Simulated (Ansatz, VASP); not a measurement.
# Re: VASP and Ansatz over several settings

```
CELL_PARAMETERS angstrom
2.81495 0.00000 0.00000
-1.40747 2.43782 0.00000
0.00000 0.00000 4.54564
ATOMIC_POSITIONS crystal
Re 0.66667 0.33333 0.75000
Re 0.33333 0.66667 0.25000
```

Single points on this cell with VASP 6.6.1 and Ansatz 0.2.0. Each row is one pair of runs. Alike in all rows: spin: off; k mesh: 11 × 11 × 6; smearing: fermi-dirac, width 0.05 eV; VASP's potentials, cutoff: VASP PAW PBE potentials, release 64 (Re), 520 eV.

```tsv
level	Ansatz's potentials, cutoff	gap on the k mesh at the Fermi level (eV), VASP	gap on the k mesh at the Fermi level (eV), Ansatz	pressure (GPa), VASP	pressure (GPa), Ansatz
RPBE+D4	Ansatz PAW, 420 eV	none	none	-22.7	-21.9
revPBE	Ansatz PAW, 420 eV	none	none	-12.2	-11.4
BLYP+D3(BJ)	Ansatz PAW, 420 eV	none	none	-15.9	-17.6
r2SCAN+D4	Ansatz PAW, 500 eV	none	?	-22.3	?
```

Problem. Fill in what Ansatz gave in row 4.

Solution. gap on the k mesh at the Fermi level (eV): none; pressure (GPa): -21.9.

VASP's potentials hold 14 valence electrons a cell and Ansatz's 30, so a difference there can come from the potentials and not from the codes.

A gap of «none» marks a metal or a gap that the smearing closes.

Spin-orbit coupling is off throughout.
